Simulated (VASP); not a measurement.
# Pd (Fd-3m) in VASP: further runs

The runs below take Pd through single point, with LDA.

All numbers are computed with VASP 6.6.1; they aren't measurements. Logs are shortened: lines on timing, memory, paths and dates and some standing lists are left out, and cuts for length are marked.

## Step 1: The cell of the first run

It takes space group Fd-3m (No. 227, cubic). Conventional cell: a = 5.094 Å, b = 5.094 Å, c = 5.094 Å, α = 90.00°, β = 90.00°, γ = 90.00°. Within 2.9 Å of Pd (site symmetry -43m) lie 4 Pd at 2.21 Å.

This isn't the form of Pd at room conditions, which is fcc.

## Step 2: Single point, LDA

INCAR

```
ALGO = Normal
EDIFF = 1E-6
ENCUT = 500
GGA = CA
GGA_COMPAT = False
ISIF = 2
ISMEAR = 0
LASPH = True
LCHARG = True
LELF = True
LREAL = False
LVHAR = True
LWAVE = False
NBANDS = 17
NELM = 120
PREC = Accurate
SIGMA = 0.05
```

KPOINTS

```
k-points
0
Gamma
  7 7 7
```

POSCAR

```
Pd
1.0
    0.0000000000      2.5468933743      2.5468933743
    2.5468933743      0.0000000000      2.5468933743
    2.5468933743      2.5468933743      0.0000000000
Pd
2
Direct
    1.0000000000      1.0000000000      1.0000000000
    0.2500000000      0.2500000000      0.2500000000
```

Potentials or basis: VASP PAW LDA potentials, release 64 (Pd).

Command:

```
$ cat potpaw_LDA.64/Pd/POTCAR > POTCAR
$ mpirun -np 1 vasp_std > vasp.out
```

OUTCAR:

```text
EDIFF = 1E-6
   ENCUT = 500
   GGA = CA
   ISIF = 2
   ISMEAR = 0
   LASPH = True
   LREAL = False
   NELM = 120
   PREC = Accurate

 ion  position               nearest neighbor table
   1  0.000  0.000  0.000-   2 2.21   2 2.21   2 2.21   2 2.21
   2  0.250  0.250  0.250-   1 2.21   1 2.21   1 2.21   1 2.21

  LATTYP: Found a face centered cubic cell.
 ALAT       =     5.0937867486

  Lattice vectors:

 A1 = (   0.0000000000,   2.5468933743,   2.5468933743)
 A2 = (   2.5468933743,   0.0000000000,   2.5468933743)
 A3 = (   2.5468933743,   2.5468933743,   0.0000000000)

Analysis of symmetry for initial positions (statically):
=====================================================================
 Subroutine PRICEL returns:
 Original cell was already a primitive cell.

 Routine SETGRP: Setting up the symmetry group for a
 face centered cubic supercell.

 Subroutine GETGRP returns: Found 48 space group operations
 (whereof 24 operations were pure point group operations)
 out of a pool of 48 trial point group operations.

The static configuration has the point symmetry T_d .
 The point group associated with its full space group is O_h .

Analysis of symmetry for dynamics (positions and initial velocities):
=====================================================================
 Subroutine PRICEL returns:
 Original cell was already a primitive cell.

 Routine SETGRP: Setting up the symmetry group for a
 face centered cubic supercell.

 Subroutine GETGRP returns: Found 48 space group operations
 (whereof 24 operations were pure point group operations)
 out of a pool of 48 trial point group operations.

The dynamic configuration has the point symmetry T_d .
 The point group associated with its full space group is O_h .

 Subroutine INISYM returns: Found 48 space group operations
 (whereof 24 operations are pure point group operations),
 and found     1 'primitive' translations

----------------------------------------------------------------------------------------

                                     Primitive cell

  volume of cell :      33.0417

  direct lattice vectors                    reciprocal lattice vectors
     0.000000000  2.546893374  2.546893374    -0.196317602  0.196317602  0.196317602
     2.546893374  0.000000000  2.546893374     0.196317602 -0.196317602  0.196317602
     2.546893374  2.546893374  0.000000000     0.196317602  0.196317602 -0.196317602

  length of vectors
     3.601851152  3.601851152  3.601851152     0.340032061  0.340032061  0.340032061

  position of ions in fractional coordinates (direct lattice)
     0.000000000  0.000000000  0.000000000
     0.250000000  0.250000000  0.250000000

  ion indices of the primitive-cell ions
   primitive index   ion index
                 1           1
                 2           2

----------------------------------------------------------------------------------------

 KPOINTS: k-points

Automatic generation of k-mesh.
 Grid dimensions read from file:
 generate k-points for:    7    7    7

 Generating k-lattice:

  Cartesian coordinates                     Fractional coordinates (reciprocal lattice)
    -0.028045372  0.028045372  0.028045372     0.142857143  0.000000000  0.000000000
     0.028045372 -0.028045372  0.028045372     0.000000000  0.142857143  0.000000000
     0.028045372  0.028045372 -0.028045372     0.000000000  0.000000000  0.142857143

  Length of vectors
     0.048576009  0.048576009  0.048576009

  Shift w.r.t. Gamma in fractional coordinates (k-lattice)
     0.000000000  0.000000000  0.000000000

 Subroutine IBZKPT returns following result:
 ===========================================

 Found     20 irreducible k-points:

 Following reciprocal coordinates:
            Coordinates               Weight
  0.000000  0.000000  0.000000      1.000000
  0.142857  0.000000  0.000000      8.000000
  0.285714  0.000000  0.000000      8.000000
  0.428571  0.000000  0.000000      8.000000
  0.142857  0.142857  0.000000      6.000000
  0.285714  0.142857  0.000000     24.000000
[... 12 lines left out ...]
 -0.428571  0.428571  0.142857     24.000000
 -0.285714  0.428571  0.142857     24.000000
   k-points           NKPTS =     20   k-points in BZ     NKDIM =     20   number of bands    NBANDS=     17
   number of dos      NEDOS =    301   number of ions     NIONS =      2
   total plane-waves  NPLWV =  21952
   dimension x,y,z NGX =    28 NGY =   28 NGZ =   28
   dimension x,y,z NGXF=    56 NGYF=   56 NGZF=   56
   ions per type =               2
   NGX,Y,Z   is equivalent  to a cutoff of  12.92, 12.92, 12.92 a.u.
   NGXF,Y,Z  is equivalent  to a cutoff of  25.85, 25.85, 25.85 a.u.
 SYSTEM =  unknown system
   PREC   = accura    normal or accurate (medium, high low for compatibility)
   ISTART =      0    job   : 0-new  1-cont  2-samecut
   ICHARG =      2    charge: 1-file 2-atom 10-const
   ISPIN  =      1    spin polarized calculation?
   LNONCOLLINEAR =      F non collinear calculations
   LSORBIT =      F    spin-orbit coupling
   LASPH  =      T    aspherical Exc in radial PAW
   ENCUT  =  500.0 eV  36.75 Ry    6.06 a.u.   6.57  6.57  6.57*2*pi/ulx,y,z
   NELM   =    120;   NELMIN=  2; NELMDL= -5     # of ELM steps
   EDIFF  = 0.1E-05   stopping-criterion for ELM
   LREAL  =      F    real-space projection
   EDIFFG = 0.1E-04   stopping-criterion for IOM
   NSW    =      0    number of steps for IOM
   IBRION =     -1    ionic relax: 0-MD 1-quasi-New 2-CG
   NFREE  =      0    steps in history (QN), initial steepest desc. (CG)
   ISIF   =      2    stress and relaxation
   ISYM   =      2    0-nonsym 1-usesym 2-fastsym
   POTIM  = 0.5000    time-step for ionic-motion
   TEBEG  =    0.0;   TEEND  =   0.0 temperature during run
   PSTRESS=    0.0 pullay stress
   NELECT =      20.0000    total number of electrons
   NUPDOWN=      -1.0000    fix difference up-down
   EMIN   =  10.00;   EMAX   =-10.00  energy-range for DOS
   EFERMI =   0.00;   METHOD = LEGACY
   ISMEAR =     0;   SIGMA  =   0.05  broadening in eV -4-tet -1-fermi 0-gaus
   EFERMI_NEDOS =   21; number of points for ismear=-14 and -15
   IALGO  =     38    algorithm
   IMIX   =      4    mixing-type and parameters
     AMIX     =   0.40;   BMIX     =  1.00
     AMIX_MAG =   1.60;   BMIX_MAG =  1.00
  volume/ion in A,a.u.               =      16.52       111.49
  Fermi-wavevector in a.u.,A,eV,Ry     =   1.384833  2.616955 26.092742  1.917762
  Thomas-Fermi vector in A             =   2.509300
   LORBIT       =      0    0 simple, 1 ext, 2 COOP (PROOUT), +10 PAW based schemes
   GGA     = CA    functional components
   LHFCALC =     F    Hartree Fock is set to
   AEXX    =    0.0000 exact exchange contribution
   IVDW    =     0    specifies the selected vdW correction
   LEPSILON=     F    determine dielectric tensor
   LRPA    =     F    only Hartree local field effects (RPA)
 non-spin polarized calculation
 Gauss-broadening in eV      SIGMA  =   0.05
  energy-cutoff  :      500.00
  volume of cell :       33.04
 maximum number of plane-waves:       869
 NGX is ok and might be reduce to    28
   NGX = 13   NGY = 13   NGZ = 13

 number of electron      20.0000003 magnetization

 Free energy of the ion-electron system (eV)
  ---------------------------------------------------
  ext. energy  EPLUGINS =         0.00000000
  ---------------------------------------------------
  free energy    TOTEN  =        -8.69644803 eV

  energy without entropy =       -8.69158254  energy(sigma->0) =       -8.69401529

 E-fermi :   8.7775     XC(G=0): -12.4892

 val. band max:        8.7759200287   @ k =   0.4286   0.1429   0.0000
 cond. band min:       8.7906291286   @ k =  -0.4286   0.4286   0.0000
 fundamental gap:      0.0147091000
 Fermi energy:         8.7775159838

 k-point     1 :       0.0000    0.0000    0.0000
  band No.  band energies     occupation
      1       1.8102      2.00000
      2       2.8518      2.00000
      3       2.8518      2.00000
      4       3.3959      2.00000
      5       3.3959      2.00000
      6       3.3959      2.00000
[... 9 lines left out ...]
     16      23.4293      0.00000
     17      24.0840      0.00000

 k-point     2 :       0.1429    0.0000    0.0000
  band No.  band energies     occupation
      1       2.2084      2.00000
      2       2.6912      2.00000
      3       2.6912      2.00000
      4       3.4077      2.00000
      5       3.6702      2.00000
      6       3.6702      2.00000
[... 9 lines left out ...]
     16      24.1501      0.00000
     17      24.1526      0.00000

 k-point     3 :       0.2857    0.0000    0.0000
  band No.  band energies     occupation
      1       2.6699      2.00000
      2       2.6699      2.00000
      3       2.8814      2.00000
      4       3.7595      2.00000
      5       3.7910      2.00000
      6       3.7910      2.00000
[... 9 lines left out ...]
     16      24.0124      0.00000
     17      24.0124      0.00000

 k-point     4 :       0.4286    0.0000    0.0000
  band No.  band energies     occupation
      1       2.9438      2.00000
      2       2.9438      2.00000
      3       3.0616      2.00000
      4       3.4365      2.00000
      5       3.4365      2.00000
      6       4.0414      2.00000
[... 9 lines left out ...]
     16      23.8769      0.00000
     17      23.8769      0.00000
[... 263 lines left out ...]
      1       2.1984      2.00000
      2       2.3898      2.00000
      3       3.4564      2.00000
      4       3.9330      2.00000
      5       4.4307      2.00000
      6       4.7075      2.00000
[... 9 lines left out ...]
     16      24.9414      0.00000
     17      25.9592      0.00000

 k-point    19 :      -0.4286    0.4286    0.1429
  band No.  band energies     occupation
      1       2.0951      2.00000
      2       2.3163      2.00000
      3       3.4843      2.00000
      4       3.8383      2.00000
      5       4.6540      2.00000
      6       5.3640      2.00000
[... 9 lines left out ...]
     16      22.6171      0.00000
     17      27.6922      0.00000

 k-point    20 :      -0.2857    0.4286    0.1429
  band No.  band energies     occupation
      1       2.0239      2.00000
      2       2.2607      2.00000
      3       3.5238      2.00000
      4       4.2539      2.00000
      5       4.6565      2.00000
      6       5.2349      2.00000
[... 9 lines left out ...]
     16      25.2631      0.00000
     17      26.7517      0.00000

------------------------ aborting loop because EDIFF is reached ----------------------------------------

  FORCE on cell =-STRESS in cart. coord.  units (eV):
  Direction    XX          YY          ZZ          XY          YZ          ZX
  --------------------------------------------------------------------------------------
  -------------------------------------------------------------------------------------
  Total       11.7015508     11.7015508     11.7015508     -0.0000000      0.0000000     -0.0000000
  in kB      567.4031206    567.4031206    567.4031206     -0.0000000      0.0000000     -0.0000000
  external PRESSURE =     567.4031206 kB  Pullay stress =       0.0000000 kB

 VOLUME and BASIS-vectors are now :
 -----------------------------------------------------------------------------
  energy-cutoff  :      500.00
  volume of cell :       33.04
      direct lattice vectors                 reciprocal lattice vectors
     0.000000000  2.546893374  2.546893374    -0.196317602  0.196317602  0.196317602
     2.546893374  0.000000000  2.546893374     0.196317602 -0.196317602  0.196317602
     2.546893374  2.546893374  0.000000000     0.196317602  0.196317602 -0.196317602

 POSITION                                       TOTAL-FORCE (eV/Angst)
 -----------------------------------------------------------------------------------
      0.00000      0.00000      0.00000         0.000000      0.000000      0.000000
      1.27345      1.27345      1.27345        -0.000000     -0.000000     -0.000000
 -----------------------------------------------------------------------------------
    total drift:                                0.000000      0.000000      0.000000

  FREE ENERGIE OF THE ION-ELECTRON SYSTEM (eV)
  ---------------------------------------------------
  free  energy   TOTEN  =        -8.6964480295 eV

  energy  without entropy=       -8.6915825421  energy(sigma->0) =       -8.69401529
```

Wall time 9.6 s (1 thread of Intel Xeon Platinum 8259CL at 2.50GHz (Skylake/Cascade Lake), shared host); peak memory 0.14 GiB.

Results:

- Free energy: -8.6964 eV
- Pressure: 56.7 GPa
- Band gap on the k mesh: zero (bands 10 and 11 overlap by 0.63 eV)

Caveat: the cell stands under pressure.

## Step 3: Single point, LDA

This run uses another cell than the first one, of 17.58 Å³/atom.

INCAR

```
SYSTEM = Pd
PREC = Accurate ; ENCUT = 500
EDIFF = 1E-6 ; ISMEAR = 0
SIGMA = 0.05 ; LREAL = .False.
LASPH = .True. ; NELM = 120
ALGO = Normal ; ISIF = 2
LWAVE = .False. ; LCHARG = .False.
GGA = CA ; NBANDS = 17
GGA_COMPAT = .False.
```

KPOINTS

```
Automatic mesh
0
Gamma
  7 7 7
  0 0 0
```

POSCAR

```
Pd
1.0
    0.0000000000      2.6002853239      2.6002853239
    2.6002853239      0.0000000000      2.6002853239
    2.6002853239      2.6002853239      0.0000000000
Pd
2
Direct
    1.0000000000      1.0000000000      1.0000000000
    0.2500000000      0.2500000000      0.2500000000
```

Potentials or basis: VASP PAW LDA potentials, release 64 (Pd).

Command:

```
$ cat potpaw_LDA.64/Pd/POTCAR > POTCAR
$ mpirun -np 1 vasp_std > vasp.out
```

Run time: 8.8 s. Hardware: 1 thread of Intel Xeon Platinum 8259CL at 2.50GHz (Skylake/Cascade Lake), shared host; peak memory 0.14 GiB.

The run converged. Its results:

```
Free energy            : -9.3183 eV
Pressure               : 38.0 GPa
Band gap on the k mesh : zero (bands 10 and 11 overlap by 0.59 eV)
```

Levels at points of the mesh, in eV from the Fermi level:
```tsv
k point	band 7	band 8	band 9	band 10	band 11	band 12	band 13	band 14
(0.00, 0.00, 0.00)	-2.16	-2.16	-2.16	-0.14	-0.14	13.56	13.79	13.79
```

Caveat: the cell stands under pressure.

## Step 4: Single point, LDA

This run uses another cell than the first one, of 19.13 Å³/atom.

INCAR

```
ALGO = Normal
EDIFF = 1E-6
ENCUT = 500
GGA_COMPAT = F
ISIF = 2
ISMEAR = 0
LASPH = T
LCHARG = F
LREAL = F
LWAVE = F
NBANDS = 17
NELM = 120
PREC = Accurate
SIGMA = 0.05
```

KPOINTS

```
k-points
0
Gamma
  7 7 7
```

POSCAR

```
Pd
1.0
    0.0000000000      2.6744146546      2.6744146546
    2.6744146546      0.0000000000      2.6744146546
    2.6744146546      2.6744146546      0.0000000000
Pd
2
Direct
    1.0000000000      1.0000000000      1.0000000000
    0.2500000000      0.2500000000      0.2500000000
```

Command:

```
$ cat potpaw_LDA.64/Pd/POTCAR > POTCAR
$ mpirun -np 1 vasp_std > vasp.out
```

It took 8.7 s on 1 thread of Intel Xeon Platinum 8259CL at 2.50GHz (Skylake/Cascade Lake), shared host; peak memory 0.14 GiB.

Results (log left out):

- Free energy: -9.8570 eV
- Pressure: 19.0 GPa
- Band gap on the k mesh: zero (bands 10 and 11 overlap by 0.53 eV)

Levels at points of the mesh, in eV from the Fermi level:
```
           k point  band 7  band 8  band 9  band 10  band 11  band 12  band 13  band 14
(0.00, 0.00, 0.00)   -1.90   -1.90   -1.90    -0.15    -0.15    13.30    13.37    13.37
```

Caveat: the cell stands under pressure.

## Step 5: Single point, LDA

This run uses another cell than the first one, of 22.19 Å³/atom.

INCAR

```
PREC     = Accurate       # precision mode
ENCUT    = 500            # plane-wave cutoff, eV
EDIFF    = 1E-6           # SCF threshold, eV
ISMEAR   = 0              # smearing method
SIGMA    = 0.05           # smearing width, eV
LREAL    = F              # projectors in reciprocal space
LASPH    = T              # aspherical terms in the spheres
NELM     = 120            # most SCF steps
ALGO     = Normal         # electronic algorithm
ISIF     = 2              # what is computed and relaxed
LWAVE    = F              # write WAVECAR
LCHARG   = F              # write CHGCAR
GGA      = CA             # functional
NBANDS   = 17             # bands
GGA_COMPAT= F
```

KPOINTS

```
regular mesh
0
Gamma
  7 7 7
```

POSCAR

```
Pd
1.0
    0.0000000000      2.8101819035      2.8101819035
    2.8101819035      0.0000000000      2.8101819035
    2.8101819035      2.8101819035      0.0000000000
Pd
2
Direct
    1.0000000000      1.0000000000      1.0000000000
    0.2500000000      0.2500000000      0.2500000000
```

Command:

```
$ cat potpaw_LDA.64/Pd/POTCAR > POTCAR
$ mpirun -np 1 vasp_std > vasp.out
```

It took 11 s on 1 thread of Intel Xeon Platinum 8259CL at 2.50GHz (Skylake/Cascade Lake), shared host; peak memory 0.15 GiB.

Results (log left out):

```
Free energy            : -10.1658 eV
Pressure               : -0.2 GPa
Band gap on the k mesh : zero (bands 10 and 11 overlap by 0.44 eV)
```

Levels at points of the mesh, in eV from the Fermi level:
```tsv
k point	band 6	band 7	band 8	band 9	band 10	band 11	band 12	band 13	band 14	band 15
(0.00, 0.00, 0.00)	-3.63	-1.53	-1.53	-1.53	-0.15	-0.15	12.24	12.24	12.24	12.61
```

## Step 6: The runs side by side

| cell | gap on the mesh (eV) | pressure (GPa) |
| --- | --- | --- |
| a = 3.602 Å, angles 60.0°, 2 atoms | none | 56.7 |
| a = 3.677 Å, angles 60.0°, 2 atoms | none | 38.0 |
| a = 3.782 Å, angles 60.0°, 2 atoms | none | 19.0 |
| a = 3.974 Å, angles 60.0°, 2 atoms | none | -0.2 |

Alike in all rows: task single point; level LDA; potentials or basis VASP PAW LDA potentials, release 64 (Pd); no spin polarisation; k mesh 7 × 7 × 7; cutoff (eV) 500; smearing gaussian 0.05 eV.

Caveats: the cell stands under pressure (at least some runs).

Total energies depend on the potentials used, so only differences within one code and one set of settings carry meaning.
